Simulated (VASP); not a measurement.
Wanted: the native input for a VASP 6.6.1 run.

| Item | Value |
| --- | --- |
| Task | single point |
| Functional | r2SCAN |
| Potentials or basis | VASP PAW PBE potentials, release 64 (B, Sb, Al) |
| Cutoff | 520 eV |
| k mesh | 6 × 6 × 4 |
| Occupations | fermi-dirac, width 0.02 eV |
| Spin | no spin polarisation |
| Dipole correction | no |
| Further INCAR settings | ALGO = Normal; EDIFF = 1e-06; NBANDS = 16 |

AlBSb2:

```
B Sb Al
1.0
     4.08506    0.00000    0.00000
     0.00000    4.08506    0.00000
     0.00000    0.00000    5.99539
B Sb Al
1 2 1
Cartesian
  0.0000 0.0000 0.0000
  0.0000 2.0425 1.2881
  2.0425 0.0000 4.7073
  2.0425 2.0425 2.9977
```

This cell differs from its parent crystal: volume changed by +6%.

One way to write it, as run:

POSCAR

```
AlBSb2
1.0
    4.0850610499      0.0000000000      0.0000000000
    0.0000000000      4.0850610499      0.0000000000
    0.0000000000      0.0000000000      5.9953899672
B Sb Al
1 2 1
Direct
    0.0000000000      0.0000000000      0.0000000000
    0.0000000000      0.5000000000      0.2148476448
    0.5000000000      0.0000000000      0.7851523552
    0.5000000000      0.5000000000      0.5000000000
```

INCAR.step1

```
PREC = Accurate
ENCUT = 520
ISMEAR = -1
SIGMA = 0.02
LREAL = False
LASPH = True
NELM = 80
NBANDS = 16
GGA = PE
ALGO = Normal
EDIFF = 1E-4
LWAVE = True
LCHARG = False
```

INCAR.step2

```
PREC = Accurate
ENCUT = 520
EDIFF = 1E-6
ISMEAR = -1
SIGMA = 0.02
LREAL = False
LASPH = True
NELM = 80
ALGO = Normal
ISIF = 2
LWAVE = False
LCHARG = False
METAGGA = R2SCAN
LMIXTAU = True
NBANDS = 16
ISTART = 1
```

KPOINTS

```
Automatic mesh
0
Gamma
  6 6 4
```

Potentials or basis: VASP PAW PBE potentials, release 64 (B, Sb, Al).

Command:

```bash
$ cat potpaw_PBE.64/B/POTCAR potpaw_PBE.64/Sb/POTCAR potpaw_PBE.64/Al/POTCAR > POTCAR
$ cp INCAR.step1 INCAR
$ mpirun -np 1 vasp_std > vasp.out
$ cp INCAR.step2 INCAR
$ mpirun -np 1 vasp_std > vasp.out
```

Results of the run:

```yaml
Pressure: -3.5 GPa
Largest_force: 0.070 eV/Å
Band_gap_on_the_k_mesh: 0.05 eV, direct
```

Caveat: the PAW data sets were made with another functional, which shifts forces and pressure a little; spin-orbit coupling is left out, which moves the levels of the heavy elements.

Wall time 97 s on 1 thread of AMD EPYC 9R45 96-Core Processor (Zen 5), on a shared host, peak memory 0.21 GiB.
